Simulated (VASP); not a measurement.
# PrGaRu (P4/nmm) in VASP: a series of runs

Runs on PrGaRu. Level: PBE. Tasks: single point.

All numbers are computed with VASP 6.6.1; they aren't measurements. Logs are shortened: lines on timing, memory, paths and dates and some standing lists are left out, and cuts for length are marked.

## Step 1: The cell of the first run

Symmetry: P4/nmm, No. 129, tetragonal system. The conventional cell has a = 4.192 Å, b = 4.192 Å, c = 6.881 Å, α = 90.00°, β = 90.00°, γ = 90.00°. Within 3.2 Å of Ru (site symmetry -4m2) lie 4 Ga at 2.41 Å and 4 Ru at 2.96 Å and 4 Pr at 3.06 Å. Pr (site symmetry 4mm) has 4 Ru at 3.06 Å and 6 Ga at 3.14 to 3.46 Å and 4 Pr at 3.83 Å within 4.0 Å. Ga (site symmetry 4mm) has 4 Ru at 2.41 Å and 4 Pr at 3.14 Å within 3.2 Å.

## Step 2: Single point, PBE, collinear spin, ferromagnetic start

The input, INCAR:

```
SYSTEM = PrGaRu
ALGO = Normal ; EDIFF = 1E-6
ENCUT = 520 ; GGA = PE
ISIF = 2 ; ISMEAR = -1
ISPIN = 2 ; LASPH = .True.
LCHARG = .False. ; LMAXMIX = 6
LORBIT = 11 ; LREAL = .False.
LWAVE = .False. ; MAGMOM = 0 0 -2.2 -2.2 0 0
NBANDS = 53 ; NELM = 150
PREC = Accurate ; SIGMA = 0.011
```

The input, KPOINTS:

```
k-points
0
Gamma
  4 4 3
  0 0 0
```

The input, POSCAR:

```
PrGaRu
1.0
    4.1923380200      0.0000000000      0.0000000000
    0.0000000000      4.1923380200      0.0000000000
    0.0000000000      0.0000000000      6.8805548800
Ru Pr Ga
2 2 2
Direct
    0.7500000000      0.2500000000      0.0000000000
    0.2500000000      0.7500000000      0.0000000000
    0.2500000000      0.2500000000      0.6760000000
    0.7500000000      0.7500000000      0.3240000000
    0.2500000000      0.2500000000      0.1730000000
    0.7500000000      0.7500000000      0.8270000000
```

Potentials or basis: VASP PAW PBE potentials, release 64 (Ru_pv, Pr, Ga_d).

Started as:

```
> cat potpaw_PBE.64/Ru_pv/POTCAR potpaw_PBE.64/Pr/POTCAR potpaw_PBE.64/Ga_d/POTCAR > POTCAR
> mpirun -np 1 vasp_std > vasp.out
```

OUTCAR:

```text
SYSTEM = PrGaRu
   EDIFF = 1E-6
   ENCUT = 520
   GGA = PE
   ISIF = 2
   ISMEAR = -1
   ISPIN = 2
   LASPH = .True.
   LORBIT = 11
   LREAL = .False.
   NELM = 150
   PREC = Accurate

 ion  position               nearest neighbor table
   1  0.750  0.250  0.000-   5 2.41   6 2.41   6 2.41   5 2.41   2 2.96   2 2.96   2 2.96   2 2.96
                             3 3.06   3 3.06   4 3.06   4 3.06
   2  0.250  0.750  0.000-   5 2.41   6 2.41   5 2.41   6 2.41   1 2.96   1 2.96   1 2.96   1 2.96
                             3 3.06   4 3.06   3 3.06   4 3.06
   3  0.250  0.250  0.676-   1 3.06   2 3.06   2 3.06   1 3.06   6 3.14   6 3.14   6 3.14   6 3.14

   4  0.750  0.750  0.324-   1 3.06   2 3.06   1 3.06   2 3.06   5 3.14   5 3.14   5 3.14   5 3.14

   5  0.250  0.250  0.173-   1 2.41   2 2.41   2 2.41   1 2.41   4 3.14   4 3.14   4 3.14   4 3.14

   6  0.750  0.750  0.827-   1 2.41   2 2.41   1 2.41   2 2.41   3 3.14   3 3.14   3 3.14   3 3.14

  LATTYP: Found a simple tetragonal cell.
 ALAT       =     4.1923380200
 C/A-ratio  =     1.6412214013

  Lattice vectors:

 A1 = (   4.1923380200,   0.0000000000,   0.0000000000)
 A2 = (   0.0000000000,   4.1923380200,   0.0000000000)
 A3 = (   0.0000000000,   0.0000000000,   6.8805548800)

Analysis of symmetry for initial positions (statically):
=====================================================================
 Subroutine PRICEL returns:
 Original cell was already a primitive cell.

 Routine SETGRP: Setting up the symmetry group for a
 simple tetragonal supercell.

 Subroutine GETGRP returns: Found 16 space group operations
 (whereof  4 operations were pure point group operations)
 out of a pool of 16 trial point group operations.

The static configuration has the point symmetry C_2h.
 The point group associated with its full space group is D_4h.

Analysis of symmetry for dynamics (positions and initial velocities):
=====================================================================
 Subroutine PRICEL returns:
 Original cell was already a primitive cell.

 Routine SETGRP: Setting up the symmetry group for a
 simple tetragonal supercell.

 Subroutine GETGRP returns: Found 16 space group operations
 (whereof  4 operations were pure point group operations)
 out of a pool of 16 trial point group operations.

The dynamic configuration has the point symmetry C_2h.
 The point group associated with its full space group is D_4h.

Analysis of structural, dynamic, and magnetic symmetry:
=====================================================================
 Subroutine PRICEL returns:
 Original cell was already a primitive cell.

 Routine SETGRP: Setting up the symmetry group for a
 simple tetragonal supercell.

 Subroutine GETGRP returns: Found 16 space group operations
 (whereof  4 operations were pure point group operations)
 out of a pool of 16 trial point group operations.

The overall configuration has the point symmetry C_2h.
 The point group associated with its full space group is D_4h.

 Subroutine INISYM returns: Found 16 space group operations
 (whereof  4 operations are pure point group operations),
 and found     1 'primitive' translations

----------------------------------------------------------------------------------------

                                     Primitive cell

  volume of cell :     120.9306

  direct lattice vectors                    reciprocal lattice vectors
     4.192338020  0.000000000  0.000000000     0.238530385  0.000000000  0.000000000
     0.000000000  4.192338020  0.000000000     0.000000000  0.238530385  0.000000000
     0.000000000  0.000000000  6.880554880     0.000000000  0.000000000  0.145337116

  length of vectors
     4.192338020  4.192338020  6.880554880     0.238530385  0.238530385  0.145337116

  position of ions in fractional coordinates (direct lattice)
     0.750000000  0.250000000  0.000000000
     0.250000000  0.750000000  0.000000000
     0.250000000  0.250000000  0.676000000
     0.750000000  0.750000000  0.324000000
     0.250000000  0.250000000  0.173000000
     0.750000000  0.750000000  0.827000000

  ion indices of the primitive-cell ions
   primitive index   ion index
                 1           1
                 2           2
                 3           3
                 4           4
                 5           5
                 6           6

----------------------------------------------------------------------------------------

 KPOINTS: k-points

Automatic generation of k-mesh.
 Grid dimensions read from file:
 generate k-points for:    4    4    3

 Generating k-lattice:

  Cartesian coordinates                     Fractional coordinates (reciprocal lattice)
     0.059632596  0.000000000  0.000000000     0.250000000  0.000000000  0.000000000
     0.000000000  0.059632596  0.000000000     0.000000000  0.250000000  0.000000000
     0.000000000  0.000000000  0.048445705     0.000000000  0.000000000  0.333333333

  Length of vectors
[... 59 lines left out ...]
   IALGO  =     38    algorithm
   IMIX   =      4    mixing-type and parameters
     AMIX     =   0.40;   BMIX     =  1.00
     AMIX_MAG =   1.60;   BMIX_MAG =  1.00
  volume/ion in A,a.u.               =      20.16       136.01
  Fermi-wavevector in a.u.,A,eV,Ry     =   1.426460  2.695618 27.684958  2.034787
  Thomas-Fermi vector in A             =   2.546734
   LORBIT       =     11    0 simple, 1 ext, 2 COOP (PROOUT), +10 PAW based schemes
   GGA     = PE    functional components
   LHFCALC =     F    Hartree Fock is set to
   AEXX    =    0.0000 exact exchange contribution
   IVDW    =     0    specifies the selected vdW correction
   LEPSILON=     F    determine dielectric tensor
   LRPA    =     F    only Hartree local field effects (RPA)
 spin polarized calculation
  energy-cutoff  :      520.00
  volume of cell :      120.93
 maximum number of plane-waves:      3288
 NGX is ok and might be reduce to    32
   NGX = 15   NGY = 15   NGZ = 25

 number of electron      79.9999976 magnetization      -4.6124700

 Free energy of the ion-electron system (eV)
  ---------------------------------------------------
  ext. energy  EPLUGINS =         0.00000000
  ---------------------------------------------------
  free energy    TOTEN  =       -37.60677721 eV

  energy without entropy =      -37.59979645  energy(sigma->0) =      -37.60328683

 E-fermi :   7.8466     XC(G=0): -11.5224

 val. band max:        7.8391027357   @ k =   0.0000   0.0000   0.3333
 cond. band min:       7.8546583454   @ k =   0.0000   0.0000   0.3333
 fundamental gap:      0.0155556097
 Fermi energy:         7.8466466714

 spin component 1

 k-point     1 :       0.0000    0.0000    0.0000
  band No.  band energies     occupation
      1     -34.3195      1.00000
      2     -34.3195      1.00000
      3     -34.1464      1.00000
      4     -34.1193      1.00000
      5     -34.1193      1.00000
      6     -34.0955      1.00000
[... 44 lines left out ...]
     51       9.5577      0.00000
     52       9.9332      0.00000
[... 603 lines left out ...]
     51       9.7771      0.00000
     52       9.7771      0.00000
 Fermi energy:         7.8466466714

 spin component 2

 k-point     1 :       0.0000    0.0000    0.0000
  band No.  band energies     occupation
      1     -34.1578      1.00000
      2     -34.1578      1.00000
      3     -33.9910      1.00000
      4     -33.9566      1.00000
      5     -33.9566      1.00000
      6     -33.9390      1.00000
[... 44 lines left out ...]
     51       8.6859      0.00000
     52       8.7368      0.00000
[... 603 lines left out ...]
     51       8.4413      0.00000
     52       8.4414      0.00000
 [bands above 52 left out]

------------------------ aborting loop because EDIFF is reached ----------------------------------------

  FORCE on cell =-STRESS in cart. coord.  units (eV):
  Direction    XX          YY          ZZ          XY          YZ          ZX
  --------------------------------------------------------------------------------------
  -------------------------------------------------------------------------------------
  Total       10.1414511     10.1414511      3.4780555     -0.0000000     -0.0000000      0.0000000
  in kB      134.3614356    134.3614356     46.0798485     -0.0000000     -0.0000000      0.0000000
  external PRESSURE =     104.9342399 kB  Pullay stress =       0.0000000 kB

 VOLUME and BASIS-vectors are now :
 -----------------------------------------------------------------------------
  energy-cutoff  :      520.00
  volume of cell :      120.93
      direct lattice vectors                 reciprocal lattice vectors
     4.192338020  0.000000000  0.000000000     0.238530385  0.000000000  0.000000000
     0.000000000  4.192338020  0.000000000     0.000000000  0.238530385  0.000000000
     0.000000000  0.000000000  6.880554880     0.000000000  0.000000000  0.145337116

 POSITION                                       TOTAL-FORCE (eV/Angst)
 -----------------------------------------------------------------------------------
      3.14425      1.04808      0.00000        -0.000000      0.000000      0.000000
      1.04808      3.14425      0.00000        -0.000000      0.000000      0.000000
      1.04808      1.04808      4.65126         0.000000     -0.000000      0.480654
      3.14425      3.14425      2.22930         0.000000     -0.000000     -0.480654
      1.04808      1.04808      1.19034         0.000000     -0.000000      1.978524
      3.14425      3.14425      5.69022         0.000000     -0.000000     -1.978524
 -----------------------------------------------------------------------------------
    total drift:                                0.000000     -0.000000     -0.000000

  FREE ENERGIE OF THE ION-ELECTRON SYSTEM (eV)
  ---------------------------------------------------
  free  energy   TOTEN  =       -37.6067772056 eV

  energy  without entropy=      -37.5997964539  energy(sigma->0) =      -37.60328683

 total charge

# of ion       s       p       d       f       tot
--------------------------------------------------
    1        0.372   6.236   6.221   0.000  12.830
    2        0.372   6.236   6.221   0.000  12.830
    3        1.978   5.327   0.561   2.126   9.993
    4        1.978   5.327   0.561   2.126   9.993
    5        0.961   0.982  10.027   0.000  11.971
    6        0.961   0.982  10.027   0.000  11.971
--------------------------------------------------
tot          6.624  25.091  33.620   4.253  69.587

 magnetization (x)

# of ion       s       p       d       f       tot
--------------------------------------------------
    1       -0.000  -0.009   0.215   0.000   0.205
    2       -0.000  -0.009   0.215   0.000   0.205
    3        0.011   0.026  -0.113  -1.969  -2.045
    4        0.011   0.026  -0.113  -1.969  -2.045
    5        0.007   0.011  -0.001   0.000   0.017
    6        0.007   0.011  -0.001   0.000   0.017
--------------------------------------------------
tot          0.036   0.055   0.201  -3.937  -3.646
```

It took 3.9 min on 1 thread of Intel Xeon 6975P-C (Granite Rapids), shared host; peak memory 0.36 GiB.

What came out:

```yaml
Free_energy: -37.6068 eV
Pressure: 10.5 GPa
Largest_force: 1.979 eV/Å
Net_moment: -4.61 μB per cell
Site_moments: Ru +0.20; Pr -2.04; Ga +0.02 μB
Valence_electrons_inside_the_program's_atomic_spheres: Ru 12.83; Pr 9.99; Ga 11.97
```

Forces in eV/Å, atoms in the order of the input:
```
Ru   0.000  0.000  0.000
Ru   0.000  0.000  0.000
Pr   0.000  0.000  0.481
Pr   0.000  0.000 -0.481
Ga   0.000  0.000  1.979
Ga   0.000  0.000 -1.979
```

Caveat: the k points lie up to 0.37 Å⁻¹ apart; the magnetic or orbital state may not be the lowest; spin-orbit coupling is left out, which moves the levels of the heavy elements; semilocal functionals describe open f shells poorly, which spoils levels, moments and volumes; forces of over 1 eV/Å act on the atoms, so gaps and moduli don't describe the material at rest. The state reached can hang on the start; a lower one may exist.

## Step 3: Single point, PBE, collinear spin, ferromagnetic start

The input, INCAR:

```
SYSTEM = PrGaRu
PREC     = Accurate       ! precision mode
ENCUT    = 520            ! plane-wave cutoff, eV
EDIFF    = 1E-6           ! SCF threshold, eV
ISMEAR   = -1             ! smearing method
SIGMA    = 0.011          ! smearing width, eV
LREAL    = .FALSE.        ! projectors in reciprocal space
LASPH    = .TRUE.         ! aspherical terms in the spheres
NELM     = 150            ! most SCF steps
ALGO     = Normal         ! electronic algorithm
ISIF     = 2              ! what is computed and relaxed
LWAVE    = .FALSE.        ! write WAVECAR
LCHARG   = .TRUE.         ! write CHGCAR
ISPIN    = 2              ! spin polarisation
MAGMOM   = 0 0 -2.2 -2.2 0 0 ! initial moments
LORBIT   = 11             ! projections on sites
LMAXMIX  = 6              ! l up to which the mixer works
GGA      = PE             ! functional
LELF     = .TRUE.         ! ELF
LVHAR    = .TRUE.       
NBANDS   = 53             ! bands
```

The input, KPOINTS:

```
regular mesh
0
G
  4 4 3
  0 0 0
```

POSCAR is that of step 2.

Potentials or basis: VASP PAW PBE potentials, release 64 (Ru_pv, Pr, Ga_d).

Started as:

```
> cat potpaw_PBE.64/Ru_pv/POTCAR potpaw_PBE.64/Pr/POTCAR potpaw_PBE.64/Ga_d/POTCAR > POTCAR
> mpirun -np 1 vasp_std > vasp.out
```

Wall time 3.7 min (1 thread of Intel Xeon 6975P-C (Granite Rapids), shared host); peak memory 0.36 GiB.

The run converged. Its results:

| Quantity | Value |
| --- | --- |
| Free energy | -37.6068 eV |
| Pressure | 10.5 GPa |
| Largest force | 1.979 eV/Å |
| Net moment | -4.61 μB per cell |
| Site moments | Ru +0.20; Pr -2.04; Ga +0.02 μB |
| Valence electrons inside the program's atomic spheres | Ru 12.83; Pr 9.99; Ga 11.97 |

Forces in eV/Å, atoms in the order of the input:
```
Ru   0.000  0.000  0.000
Ru   0.000  0.000  0.000
Pr   0.000  0.000  0.481
Pr   0.000  0.000 -0.481
Ga   0.000  0.000  1.979
Ga   0.000  0.000 -1.979
```

Stress tensor (GPa, compression positive):
```
13.44  0.00  0.00
 0.00 13.44  0.00
 0.00  0.00  4.61
```

Levels at points of the mesh, in eV from the Fermi level:
Spin up:
```csv
k point,band 36,band 37,band 38,band 39,band 40,band 41
"(0.00, 0.00, 0.00)",0.33,0.33,0.48,1.14,1.22,1.24
"(0.50, 0.00, 0.00)",-1.42,-0.42,-0.42,0.24,0.24,1.35
"(0.50, 0.50, 0.00)",-0.43,-0.04,-0.04,0.50,0.50,1.15
```
Spin down:
| k point | band 39 | band 40 | band 41 | band 42 | band 43 | band 44 | band 45 | band 46 |
| --- | --- | --- | --- | --- | --- | --- | --- | --- |
| (0.00, 0.00, 0.00) | -0.18 | -0.01 | -0.01 | 0.20 | 0.20 | 0.28 | 0.45 | 0.60 |
| (0.50, 0.00, 0.00) | -0.38 | -0.38 | -0.13 | -0.13 | -0.04 | -0.04 | 0.42 | 0.42 |
| (0.50, 0.50, 0.00) | -0.14 | -0.14 | 0.02 | 0.02 | 0.22 | 0.22 | 0.26 | 0.26 |

Caveat: the k points lie up to 0.37 Å⁻¹ apart; the magnetic or orbital state may not be the lowest; spin-orbit coupling is left out, which moves the levels of the heavy elements; semilocal functionals describe open f shells poorly, which spoils levels, moments and volumes; forces of over 1 eV/Å act on the atoms, so gaps and moduli don't describe the material at rest. The state reached can hang on the start; a lower one may exist.

## Step 4: Single point, PBE, collinear spin, ferromagnetic start

The input, INCAR:

```
PREC = Accurate
ENCUT = 520
EDIFF = 1E-6
ISMEAR = -1
SIGMA = 0.01
LREAL = F
LASPH = T
NELM = 150
ALGO = Normal
ISIF = 2
LWAVE = F
LCHARG = T
ISPIN = 2
MAGMOM = 0 0 -2.2 -2.2 0 0
LORBIT = 11
LMAXMIX = 6
GGA = PE
LELF = T
LVHAR = T
NBANDS = 53
```

The input, KPOINTS:

```
Automatic mesh
0
Gamma
  4 4 3
```

POSCAR is that of step 3.

Started as:

```
> cat potpaw_PBE.64/Ru_pv/POTCAR potpaw_PBE.64/Pr/POTCAR potpaw_PBE.64/Ga_d/POTCAR > POTCAR
> mpirun -np 1 vasp_std > vasp.out
```

Wall time 4.6 min (1 thread of Intel Xeon 6975P-C (Granite Rapids), shared host); peak memory 0.35 GiB.

Results (log left out):

```yaml
Free_energy: -37.6062 eV
Pressure: 10.4 GPa
Largest_force: 1.981 eV/Å
Net_moment: -4.61 μB per cell
Site_moments: Ru +0.20; Pr -2.04; Ga +0.02 μB
Valence_electrons_inside_the_program's_atomic_spheres: Ru 12.83; Pr 9.99; Ga 11.97
```

Forces on the atoms (eV/Å):
```
Ru   0.000  0.000  0.000
Ru   0.000  0.000  0.000
Pr   0.000  0.000  0.480
Pr   0.000  0.000 -0.480
Ga   0.000  0.000  1.981
Ga   0.000  0.000 -1.981
```

Stress tensor (GPa, compression positive):
```
13.40  0.00  0.00
 0.00 13.40  0.00
 0.00  0.00  4.51
```

Levels at points of the mesh, in eV from the Fermi level:
Spin up:
| k point | band 36 | band 37 | band 38 | band 39 | band 40 | band 41 |
| --- | --- | --- | --- | --- | --- | --- |
| (0.00, 0.00, 0.00) | 0.33 | 0.33 | 0.48 | 1.15 | 1.22 | 1.24 |
| (0.50, 0.00, 0.00) | -1.42 | -0.42 | -0.42 | 0.24 | 0.24 | 1.35 |
| (0.50, 0.50, 0.00) | -0.43 | -0.04 | -0.04 | 0.49 | 0.49 | 1.15 |
Spin down:
```tsv
k point	band 39	band 40	band 41	band 42	band 43	band 44	band 45	band 46
(0.00, 0.00, 0.00)	-0.18	-0.01	-0.01	0.20	0.20	0.28	0.45	0.60
(0.50, 0.00, 0.00)	-0.38	-0.38	-0.13	-0.13	-0.04	-0.04	0.42	0.42
(0.50, 0.50, 0.00)	-0.14	-0.14	0.02	0.02	0.22	0.22	0.26	0.26
```

Caveat: the k points lie up to 0.37 Å⁻¹ apart; the magnetic or orbital state may not be the lowest; spin-orbit coupling is left out, which moves the levels of the heavy elements; semilocal functionals describe open f shells poorly, which spoils levels, moments and volumes; forces of over 1 eV/Å act on the atoms, so gaps and moduli don't describe the material at rest. The state reached can hang on the start; a lower one may exist.
